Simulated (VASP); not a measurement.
**H: single point with PBE**

Crystal: H.

```
H
1.0
     2.76773    0.00000    0.00000
     0.00000    2.76773    0.00000
     0.00000    0.00000    0.99478
H
1
Direct
  0.00000 0.00000 0.50000
```

This cell differs from its parent crystal: strained.

```
Program             : VASP 6.6.1
Task                : single point
Functional          : PBE
Potentials or basis : VASP PAW PBE potentials, release 64 (H)
Cutoff              : 520 eV
k mesh              : 14 × 14 × 34
Occupations         : gaussian, width 0.05 eV
Spin                : no spin polarisation
```

```json
{
 "Pressure": "-0.2 GPa",
 "Band gap on the k mesh": "zero (an odd number of electrons rules out a gap without spin polarisation)"
}
```

Stress tensor (GPa, compression positive):
```
 1.38  0.00  0.00
 0.00  1.38  0.00
 0.00  0.00 -3.29
```

Levels at points of the mesh, in eV from the Fermi level:
| k point | band 1 | band 2 | band 3 | band 4 | band 5 |
| --- | --- | --- | --- | --- | --- |
| (0.00, 0.00, 0.00) | -10.46 | 9.09 | 14.62 | 14.62 | 17.62 |
| (0.50, 0.00, 0.00) | -9.29 | 2.92 | 15.29 | 17.29 | 22.79 |
| (0.50, 0.50, 0.00) | -8.34 | 6.35 | 6.35 | 9.71 | 35.10 |
| (0.00, 0.00, 0.50) | 23.42 | 30.97 | 45.22 | 49.81 | 52.22 |
| (0.50, 0.00, 0.50) | 24.10 | 32.93 | 40.76 | 41.07 | 51.81 |
| (0.50, 0.50, 0.50) | 24.65 | 34.55 | 44.12 | 44.12 | 44.59 |

Run time: 12 s on 1 thread of Intel(R) Xeon(R) Platinum 8488C (Sapphire Rapids), on a shared host, peak memory 0.13 GiB.

Caveat: the cell differs from its parent crystal (strained).
